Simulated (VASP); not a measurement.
# La3O2 (I4/mmm) in VASP: notebook

Runs on La3O2. Level: PBE. Tasks: single point, relaxation of cell and atoms.

Program: VASP 6.6.1. These are calculated values, not measurements. Logs are shortened: lines on timing, memory, paths and dates and some standing lists are left out, and cuts for length are marked.

**1. The cell of the first run**

Symmetry: I4/mmm, No. 139, tetragonal system. Conventional cell: a = 5.416 Å, b = 5.416 Å, c = 7.290 Å, α = 90.00°, β = 90.00°, γ = 90.00°. La (site symmetry mmm) has 2 O at 1.82 Å within 2.4 Å. Within 3.6 Å of La (site symmetry 4/mmm) lie 4 La at 2.71 Å and 8 O at 3.26 Å. Within 2.4 Å of O (site symmetry -4m2) lie 2 La at 1.82 Å.

**2. Single point, PBE**

Input file INCAR:

```
PREC = Accurate
ENCUT = 520
EDIFF = 1E-7
ISMEAR = 0
SIGMA = 0.1
LREAL = F
LASPH = T
NELM = 100
ALGO = Normal
ISIF = 2
LWAVE = F
LCHARG = T
GGA = PE
LELF = T
LVHAR = T
NBANDS = 30
```

Input file KPOINTS:

```
regular mesh
0
Gamma
  4 4 4
```

Input file POSCAR:

```
La3O2
1.0
   -2.7081978700      2.7081978700      3.6447622500
    2.7081978700     -2.7081978700      3.6447622500
    2.7081978700      2.7081978700     -3.6447622500
La O
3 2
Direct
    0.5000000000      0.0000000000      0.5000000000
    0.0000000000      0.5000000000      0.5000000000
    0.5000000000      0.5000000000      0.0000000000
    0.7500000000      0.2500000000      0.5000000000
    0.2500000000      0.7500000000      0.5000000000
```

Potentials or basis: VASP PAW PBE potentials, release 64 (La, O).

Started as:

```bash
$ cat potpaw_PBE.64/La/POTCAR potpaw_PBE.64/O/POTCAR > POTCAR
$ mpirun -np 1 vasp_std > vasp.out
```

OUTCAR:

```text
PREC = Accurate
   ENCUT = 520
   EDIFF = 1E-7
   ISMEAR = 0
   LREAL = F
   LASPH = T
   NELM = 100
   ISIF = 2
   GGA = PE

 ion  position               nearest neighbor table
   1  0.500  0.000  0.500-   4 1.82   5 1.82   3 2.71   3 2.71   2 3.64   2 3.64
   2  0.000  0.500  0.500-   4 1.82   5 1.82   3 2.71   3 2.71   1 3.64   1 3.64
   3  0.500  0.500  0.000-   1 2.71   2 2.71   1 2.71   2 2.71
   4  0.750  0.250  0.500-   1 1.82   2 1.82
   5  0.250  0.750  0.500-   1 1.82   2 1.82

  LATTYP: Found a body centered tetragonal cell.
 ALAT       =     5.4163957400
 C/A-ratio  =     1.3458256837

  Lattice vectors:

 A1 = (  -2.7081978700,   2.7081978700,   3.6447622500)
 A2 = (   2.7081978700,  -2.7081978700,   3.6447622500)
 A3 = (   2.7081978700,   2.7081978700,  -3.6447622500)

Analysis of symmetry for initial positions (statically):
=====================================================================
 Subroutine PRICEL returns:
 Original cell was already a primitive cell.

 Routine SETGRP: Setting up the symmetry group for a
 body centered tetragonal supercell.

 Subroutine GETGRP returns: Found 16 space group operations
 (whereof 16 operations were pure point group operations)
 out of a pool of 16 trial point group operations.

The static configuration has the point symmetry D_4h.

Analysis of symmetry for dynamics (positions and initial velocities):
=====================================================================
 Subroutine PRICEL returns:
 Original cell was already a primitive cell.

 Routine SETGRP: Setting up the symmetry group for a
 body centered tetragonal supercell.

 Subroutine GETGRP returns: Found 16 space group operations
 (whereof 16 operations were pure point group operations)
 out of a pool of 16 trial point group operations.

The dynamic configuration has the point symmetry D_4h.

 Subroutine INISYM returns: Found 16 space group operations
 (whereof 16 operations are pure point group operations),
 and found     1 'primitive' translations

----------------------------------------------------------------------------------------

                                     Primitive cell

  volume of cell :     106.9276

  direct lattice vectors                    reciprocal lattice vectors
    -2.708197870  2.708197870  3.644762250     0.000000000  0.184624619  0.137183159
     2.708197870 -2.708197870  3.644762250     0.184624619  0.000000000  0.137183159
     2.708197870  2.708197870 -3.644762250     0.184624619  0.184624619  0.000000000

  length of vectors
     5.287056200  5.287056200  5.287056200     0.230011889  0.230011889  0.261098640

  position of ions in fractional coordinates (direct lattice)
     0.500000000  0.000000000  0.500000000
     0.000000000  0.500000000  0.500000000
     0.500000000  0.500000000  0.000000000
     0.750000000  0.250000000  0.500000000
     0.250000000  0.750000000  0.500000000

  ion indices of the primitive-cell ions
   primitive index   ion index
                 1           1
                 2           2
                 3           3
                 4           4
                 5           5

----------------------------------------------------------------------------------------

 KPOINTS: regular mesh

Automatic generation of k-mesh.
 Grid dimensions read from file:
 generate k-points for:    4    4    4

 Generating k-lattice:

  Cartesian coordinates                     Fractional coordinates (reciprocal lattice)
     0.000000000  0.046156155  0.034295790     0.250000000  0.000000000  0.000000000
     0.046156155  0.000000000  0.034295790     0.000000000  0.250000000  0.000000000
     0.046156155  0.046156155  0.000000000     0.000000000  0.000000000  0.250000000

  Length of vectors
     0.057502972  0.057502972  0.065274660

  Shift w.r.t. Gamma in fractional coordinates (k-lattice)
     0.000000000  0.000000000  0.000000000

 Subroutine IBZKPT returns following result:
 ===========================================

 Found     13 irreducible k-points:

 Following reciprocal coordinates:
            Coordinates               Weight
  0.000000  0.000000  0.000000      1.000000
  0.250000  0.000000  0.000000      8.000000
  0.500000  0.000000  0.000000      4.000000
  0.250000  0.250000  0.000000      8.000000
  0.500000  0.250000  0.000000     16.000000
 -0.250000  0.250000  0.000000      4.000000
  0.500000  0.500000  0.000000      2.000000
  0.250000  0.250000  0.250000      2.000000
 -0.250000  0.250000  0.250000      4.000000
  0.500000  0.500000  0.250000      4.000000
 -0.250000  0.500000  0.250000      8.000000
 -0.250000 -0.250000  0.250000      2.000000
  0.500000  0.500000  0.500000      1.000000
   k-points           NKPTS =     13   k-points in BZ     NKDIM =     13   number of bands    NBANDS=     30
   number of dos      NEDOS =    301   number of ions     NIONS =      5
   total plane-waves  NPLWV =  64000
   dimension x,y,z NGX =    40 NGY =   40 NGZ =   40
   dimension x,y,z NGXF=    80 NGYF=   80 NGZF=   80
   ions per type =               3   2
   NGX,Y,Z   is equivalent  to a cutoff of  12.58, 12.58, 12.58 a.u.
   NGXF,Y,Z  is equivalent  to a cutoff of  25.16, 25.16, 25.16 a.u.
 SYSTEM =  unknown system
   PREC   = accura    normal or accurate (medium, high low for compatibility)
   ISTART =      0    job   : 0-new  1-cont  2-samecut
   ICHARG =      2    charge: 1-file 2-atom 10-const
   ISPIN  =      1    spin polarized calculation?
   LNONCOLLINEAR =      F non collinear calculations
   LSORBIT =      F    spin-orbit coupling
   LASPH  =      T    aspherical Exc in radial PAW
   ENCUT  =  520.0 eV  38.22 Ry    6.18 a.u.   9.83  9.83  9.83*2*pi/ulx,y,z
   NELM   =    100;   NELMIN=  2; NELMDL= -5     # of ELM steps
   EDIFF  = 0.1E-06   stopping-criterion for ELM
   LREAL  =      F    real-space projection
   EDIFFG = 0.1E-05   stopping-criterion for IOM
   NSW    =      0    number of steps for IOM
   IBRION =     -1    ionic relax: 0-MD 1-quasi-New 2-CG
   NFREE  =      0    steps in history (QN), initial steepest desc. (CG)
   ISIF   =      2    stress and relaxation
   ISYM   =      2    0-nonsym 1-usesym 2-fastsym
   POTIM  = 0.5000    time-step for ionic-motion
   TEBEG  =    0.0;   TEEND  =   0.0 temperature during run
   PSTRESS=    0.0 pullay stress
   NELECT =      45.0000    total number of electrons
   NUPDOWN=      -1.0000    fix difference up-down
   EMIN   =  10.00;   EMAX   =-10.00  energy-range for DOS
   EFERMI =   0.00;   METHOD = LEGACY
   ISMEAR =     0;   SIGMA  =   0.10  broadening in eV -4-tet -1-fermi 0-gaus
   EFERMI_NEDOS =   21; number of points for ismear=-14 and -15
   IALGO  =     38    algorithm
   IMIX   =      4    mixing-type and parameters
     AMIX     =   0.40;   BMIX     =  1.00
     AMIX_MAG =   1.60;   BMIX_MAG =  1.00
  volume/ion in A,a.u.               =      21.39       144.32
  Fermi-wavevector in a.u.,A,eV,Ry     =   1.226824  2.318362 20.478097  1.505098
  Thomas-Fermi vector in A             =   2.361811
   LORBIT       =      0    0 simple, 1 ext, 2 COOP (PROOUT), +10 PAW based schemes
   GGA     = PE    functional components
   LHFCALC =     F    Hartree Fock is set to
   AEXX    =    0.0000 exact exchange contribution
   IVDW    =     0    specifies the selected vdW correction
   LEPSILON=     F    determine dielectric tensor
   LRPA    =     F    only Hartree local field effects (RPA)
 non-spin polarized calculation
 Gauss-broadening in eV      SIGMA  =   0.10
  energy-cutoff  :      520.00
  volume of cell :      106.93
 maximum number of plane-waves:      2906
   NGX = 19   NGY = 19   NGZ = 19

 number of electron      45.0000009 magnetization

 Free energy of the ion-electron system (eV)
  ---------------------------------------------------
  ext. energy  EPLUGINS =         0.00000000
  ---------------------------------------------------
  free energy    TOTEN  =       -20.69227711 eV

  energy without entropy =      -20.66555121  energy(sigma->0) =      -20.67891416

 E-fermi :   9.0272     XC(G=0):  -9.9982

 val. band max:        9.0243422423   @ k =   0.5000   0.5000   0.5000
 cond. band min:       9.0426820263   @ k =   0.5000   0.0000   0.0000
 fundamental gap:      0.0183397839
 Fermi energy:         9.0271616425

 k-point     1 :       0.0000    0.0000    0.0000
  band No.  band energies     occupation
      1     -24.8586      2.00000
      2     -22.7267      2.00000
      3     -22.7072      2.00000
      4     -15.9456      2.00000
      5     -10.9551      2.00000
      6     -10.6554      2.00000
[... 22 lines left out ...]
     29      10.6819      0.00000
     30      10.8882      0.00000

 k-point     2 :       0.2500    0.0000    0.0000
  band No.  band energies     occupation
      1     -24.7412      2.00000
      2     -22.9232      2.00000
      3     -22.7330      2.00000
      4     -15.5409      2.00000
      5     -12.7472      2.00000
      6     -10.6541      2.00000
[... 22 lines left out ...]
     29      10.7731      0.00000
     30      10.8201      0.00000

 k-point     3 :       0.5000    0.0000    0.0000
  band No.  band energies     occupation
      1     -24.5951      2.00000
      2     -23.1554      2.00000
      3     -22.7479      2.00000
      4     -14.4350      2.00000
      5     -14.4079      2.00000
      6     -10.6527      2.00000
[... 22 lines left out ...]
     29      10.7458      0.00000
     30      10.7828      0.00000

 k-point     4 :       0.2500    0.2500    0.0000
  band No.  band energies     occupation
      1     -24.6007      2.00000
      2     -23.1028      2.00000
      3     -22.7973      2.00000
      4     -14.4431      2.00000
      5     -14.4012      2.00000
      6      -9.9230      2.00000
[... 253 lines left out ...]
     29      10.5936      0.00000
     30      10.7589      0.00000

 k-point    12 :      -0.2500   -0.2500    0.2500
  band No.  band energies     occupation
      1     -24.7867      2.00000
      2     -23.0496      2.00000
      3     -22.5115      2.00000
      4     -14.4586      2.00000
      5     -14.3760      2.00000
      6     -10.6925      2.00000
[... 22 lines left out ...]
     29      10.6703      0.00000
     30      10.7042      0.00000

 k-point    13 :       0.5000    0.5000    0.5000
  band No.  band energies     occupation
      1     -24.7199      2.00000
      2     -23.3336      2.00000
      3     -22.2291      2.00000
      4     -16.0335      2.00000
      5     -10.9124      2.00000
      6     -10.7323      2.00000
[... 22 lines left out ...]
     29      10.5713      0.00000
     30      10.5713      0.00000

------------------------ aborting loop because EDIFF is reached ----------------------------------------

  FORCE on cell =-STRESS in cart. coord.  units (eV):
  Direction    XX          YY          ZZ          XY          YZ          ZX
  --------------------------------------------------------------------------------------
  -------------------------------------------------------------------------------------
  Total       17.4286045     17.4286045     74.7039187      0.0000000      0.0000000      0.0000000
  in kB      261.1459036    261.1459036   1119.3450589      0.0000000      0.0000000      0.0000000
  external PRESSURE =     547.2122887 kB  Pullay stress =       0.0000000 kB

 VOLUME and BASIS-vectors are now :
 -----------------------------------------------------------------------------
  energy-cutoff  :      520.00
  volume of cell :      106.93
      direct lattice vectors                 reciprocal lattice vectors
    -2.708197870  2.708197870  3.644762250     0.000000000  0.184624619  0.137183159
     2.708197870 -2.708197870  3.644762250     0.184624619  0.000000000  0.137183159
     2.708197870  2.708197870 -3.644762250     0.184624619  0.184624619  0.000000000

 POSITION                                       TOTAL-FORCE (eV/Angst)
 -----------------------------------------------------------------------------------
      0.00000      2.70820      0.00000         0.000000      0.000000     -0.000000
      2.70820      0.00000      0.00000         0.000000      0.000000     -0.000000
      0.00000      0.00000      3.64476         0.000000      0.000000     -0.000000
     -0.00000      2.70820      1.82238        -0.000000      0.000000      0.000000
      2.70820     -0.00000      1.82238         0.000000     -0.000000     -0.000000
 -----------------------------------------------------------------------------------
    total drift:                               -0.000000     -0.000000      0.000000

  FREE ENERGIE OF THE ION-ELECTRON SYSTEM (eV)
  ---------------------------------------------------
  free  energy   TOTEN  =       -20.6922771138 eV

  energy  without entropy=      -20.6655512120  energy(sigma->0) =      -20.67891416
```

Wall time 92 s (1 thread of Intel Xeon Platinum 8259CL at 2.50GHz (Skylake/Cascade Lake), shared host); peak memory 0.26 GiB.

Results:

- Free energy: -20.6923 eV
- Pressure: 54.7 GPa

Caveat: the k points lie up to 0.41 Å⁻¹ apart; spin-orbit coupling is left out, which moves the levels of the heavy elements; an odd number of electrons without spin polarisation forces a metal; a magnetic or distorted state may lie lower.

**3. Single point, PBE**

This run uses another cell than the first one, of 41.89 Å³/atom, 1.959 times its volume.

Input file INCAR:

```
ALGO     = Normal         # electronic algorithm
EDIFF    = 1E-6           # SCF threshold, eV
ENCUT    = 520            # plane-wave cutoff, eV
GGA      = PE             # functional
ISIF     = 2              # what is computed and relaxed
ISMEAR   = 0              # smearing method
LASPH    = True           # aspherical terms in the spheres
LCHARG   = False          # write CHGCAR
LREAL    = False          # projectors in reciprocal space
LWAVE    = False          # write WAVECAR
NBANDS   = 30             # bands
NELM     = 100            # most SCF steps
PREC     = Accurate       # precision mode
SIGMA    = 0.1            # smearing width, eV
```

Input file KPOINTS:

```
k-points
0
Gamma
  4 4 4
```

Changes to POSCAR since step 2:

```diff
@@ -2,5 +2,5 @@
 1.0
-   -2.7081978700      2.7081978700      3.6447622500
-    2.7081978700     -2.7081978700      3.6447622500
-    2.7081978700      2.7081978700     -3.6447622500
+   -3.4571019914      3.4571019914      4.3807346064
+    3.4571019914     -3.4571019914      4.3807346064
+    3.4571019914      3.4571019914     -4.3807346064
 La O
```

Potentials or basis: VASP PAW PBE potentials, release 64 (La, O).

Started as:

```bash
$ cat potpaw_PBE.64/La/POTCAR potpaw_PBE.64/O/POTCAR > POTCAR
$ mpirun -np 1 vasp_std > vasp.out
```

Run time: 2.6 min. Hardware: 1 thread of Intel Xeon Platinum 8259CL at 2.50GHz (Skylake/Cascade Lake), shared host; peak memory 0.37 GiB.

It converged, with:

- Free energy: -30.2754 eV
- Pressure: 0.1 GPa

Stress tensor (GPa, compression positive):
```
0.17 0.00 0.00
0.00 0.17 0.00
0.00 0.00 0.01
```

Levels at points of the mesh, in eV from the Fermi level:
```
           k point  band 20  band 21  band 22  band 23  band 24  band 25  band 26  band 27
(0.00, 0.00, 0.00)    -1.91    -1.31    -0.97    -0.50     0.06     0.64     0.69     0.69
(0.50, 0.00, 0.00)    -2.88    -0.96    -0.33     0.07     0.48     0.57     0.59     0.63
(0.50, 0.50, 0.00)    -1.31    -0.09     0.08     0.39     0.43     0.59     0.60     0.63
(0.50, 0.50, 0.50)    -1.31    -1.14    -0.66    -0.55     0.03     0.61     0.70     0.70
```

Caveat: spin-orbit coupling is left out, which moves the levels of the heavy elements; an odd number of electrons without spin polarisation forces a metal; a magnetic or distorted state may lie lower.

**4. Relaxation of cell and atoms, PBE**

Input file INCAR:

```
SYSTEM = La3O2
  PREC = Accurate
  ENCUT = 600
  EDIFF = 1E-6
  ISMEAR = 0
  SIGMA = 0.1
  LREAL = .False.
  LASPH = .True.
  NELM = 100
  ALGO = Normal
  ISIF = 3
  LWAVE = .False.
  LCHARG = .False.
  GGA = PE
  IBRION = 2
  NSW = 90
  EDIFFG = -0.04
```

Input file KPOINTS:

```
regular mesh
0
Gamma
  4 4 4
  0 0 0
```

Changes to POSCAR since step 3:

```diff
@@ -2,5 +2,5 @@
 1.0
-   -3.4571019914      3.4571019914      4.3807346064
-    3.4571019914     -3.4571019914      4.3807346064
-    3.4571019914      3.4571019914     -4.3807346064
+   -2.7081978700      2.7081978700      3.6447622500
+    2.7081978700     -2.7081978700      3.6447622500
+    2.7081978700      2.7081978700     -3.6447622500
 La O
```

Started as:

```bash
$ cat potpaw_PBE.64/La/POTCAR potpaw_PBE.64/O/POTCAR > POTCAR
$ mpirun -np 1 vasp_std > vasp.out
```

It took 23 min on 1 thread of Intel Xeon Platinum 8259CL at 2.50GHz (Skylake/Cascade Lake), shared host; peak memory 0.3 GiB.

Results (log left out):

| Item | Value |
| --- | --- |
| Free energy | -30.0418 eV |
| Relaxed volume | 39.58 Å³/atom |
| Relaxed cell | a = 6.460 Å, b = 6.460 Å, c = 6.460 Å, α = 117.20°, β = 117.20°, γ = 94.93° |
| Space group after relaxing (to 0.05 Å) | I4/mmm (No. 139) |
| Energy gained by relaxing | 1867.7 meV/atom |
| Ionic steps | 13 |
| Pressure after relaxing | 0.0 GPa |

Stress tensor (GPa, compression positive):
```
-0.07  0.00  0.00
 0.00 -0.07  0.00
 0.00  0.00  0.10
```

The path:
| step | energy change (eV) | largest force (eV/Å) | pressure (GPa) | volume (Å³) |
| --- | --- | --- | --- | --- |
| 1 | 0.0000 | 0.0000 | 54.65 | 106.93 |
| 2 | 2.3050 | 0.0000 | -8.94 | 250.83 |
| 3 | -7.3044 | 0.0000 | 0.39 | 155.94 |
| 4 | -7.5161 | 0.0000 | 3.02 | 149.38 |
| 5 | -7.5493 | 0.0000 | 5.40 | 144.75 |
| 6 | -8.7981 | 0.0000 | 3.96 | 166.17 |
| 7 | -9.1547 | 0.0000 | 0.91 | 206.73 |
| 8 | -9.2911 | 0.0000 | 1.64 | 193.45 |
| 9 | -9.1366 | 0.0000 | -3.37 | 214.37 |
| 10 | -9.3351 | 0.0000 | -0.15 | 200.00 |
| 11 | -9.3351 | 0.0000 | -0.12 | 199.82 |
| 12 | -9.3351 | 0.0000 | -0.09 | 199.70 |
| 13 | -9.3385 | 0.0000 | -0.01 | 197.88 |

Final structure:
```
La O
1.0
    -3.36574    3.36574    4.36695
     3.36574   -3.36574    4.36695
     3.36574    3.36574   -4.36695
La O
3 2
Cartesian
  0.0000 3.3657 0.0000
  0.0000 3.3657 4.3669
  0.0000 0.0000 4.3669
  0.0000 3.3657 2.1835
  3.3657 0.0000 2.1835
```

Levels at points of the mesh, in eV from the Fermi level:
```
           k point  band 21  band 22  band 23  band 24  band 25  band 26
(0.00, 0.00, 0.00)    -1.33    -1.14    -0.57     0.01     0.76     0.85
(0.50, 0.00, 0.00)    -0.95    -0.44     0.08     0.49     0.57     0.66
(0.50, 0.50, 0.00)    -0.08     0.08     0.39     0.41     0.65     0.66
(0.50, 0.50, 0.50)    -1.14    -0.84    -0.62     0.01     0.69     0.69
```

Caveat: the k points lie up to 0.33 Å⁻¹ apart in the final cell; the volume moved by over 15 % at a fixed basis, so the end points are rough; spin-orbit coupling is left out, which moves the levels of the heavy elements; an odd number of electrons without spin polarisation forces a metal; a magnetic or distorted state may lie lower.

(Part 1 of 2 ends here.)
